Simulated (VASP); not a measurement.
Here is a VASP 6.6.1 calculation.

The input INCAR:

```
SYSTEM = Al
  ALGO = Normal
  EDIFF = 1E-7
  ENCUT = 520
  GGA = PS
  ISIF = 2
  ISMEAR = -1
  LASPH = .TRUE.
  LCHARG = .TRUE.
  LELF = .TRUE.
  LREAL = .FALSE.
  LVHAR = .TRUE.
  LWAVE = .FALSE.
  NBANDS = 8
  NELM = 80
  PREC = Accurate
  SIGMA = 0.05
```

The input KPOINTS:

```
k-points
0
G
  11 11 11
  0 0 0
```

POSCAR

```
Al
1.0
    0.0478940000      1.9691420000      2.0268530000
    2.0432560000     -0.0083540000      2.0831010000
    2.0405820000      2.0227150000     -0.0056790000
Al
1
Direct
    0.0059780000     -0.0131190000      0.0211680000
```

Potentials or basis: VASP PAW PBE potentials, release 64 (Al).

Launch:

```bash
$ cat potpaw_PBE.64/Al/POTCAR > POTCAR
$ mpirun -np 1 vasp_std > vasp.out
```

(1) What does it give for the pressure?

Answers

(1) -1.7 GPa.

Caveat: the cell differs from its parent crystal (the cell strained at random); the PAW data sets were made with another functional, which shifts forces and pressure a little.
